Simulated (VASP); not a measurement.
## SiC: single point with PBEsol

**Measured values to compare with.**

“Insight into the structural, elastic and electronic properties of a new orthorhombic 6O-SiC polytype”, 2020, pmc:7200658 quotes, for a bulk crystal of SiC: band gap 2.4 eV (indirect).

The system is SiC.

```
Si C
1.0
     2.18496    2.18496    0.00000
    -2.18496    2.18496    0.00000
     0.00000    2.18496    2.18496
Si C
1 1
Direct
  0.00000 0.00000 0.00000
  0.75000 0.25000 0.50000
```

- Program: VASP 6.6.1
- Task: single point
- Functional: PBEsol
- Potentials or basis: VASP PAW PBE potentials, release 64 (Si, C)
- Cutoff: 520 eV
- k mesh: 10 × 10 × 10
- Occupations: gaussian, width 0.01 eV
- Spin: no spin polarisation
- Dipole correction: no
- Further INCAR settings: ALGO = Normal; EDIFF = 1e-07; NBANDS = 11

* Pressure: -1.6 GPa
* Band gap on the k mesh: 1.24 eV, indirect (least direct gap 4.43 eV)

Levels at points of the mesh, in eV from the valence-band top:
| k point | band 1 | band 2 | band 3 | band 4 | band 5 | band 6 | band 7 | band 8 | band 9 |
| --- | --- | --- | --- | --- | --- | --- | --- | --- | --- |
| (0.00, 0.00, 0.00) | -15.36 | 0.00 | 0.00 | 0.00 | 6.09 | 7.19 | 7.19 | 7.19 | 14.41 |
| (0.50, 0.00, 0.00) | -11.79 | -8.55 | -1.05 | -1.05 | 5.30 | 7.11 | 7.11 | 9.87 | 15.91 |
| (0.50, 0.50, 0.00) | -10.33 | -7.81 | -3.19 | -3.19 | 1.24 | 4.17 | 13.86 | 13.86 | 14.57 |

Wall time 10 s on 1 thread of Intel Xeon 6975P-C, with other jobs on the host, peak memory 0.13 GiB.

Against the measured gap of SiC, 2.4 eV (indirect; quoted in “Insight into the structural, elastic and electronic properties of a new orthorhombic 6O-SiC polytype”, 2020, pmc:7200658), the calculated 1.24 eV is off by -1.16 eV. The value is that of PBEsol on a finite k mesh, which can miss the band edges, without temperature or zero-point motion. Semilocal functionals fall short of measured gaps as a rule.

Caveat: the PAW data sets were made with another functional, which shifts forces and pressure a little.
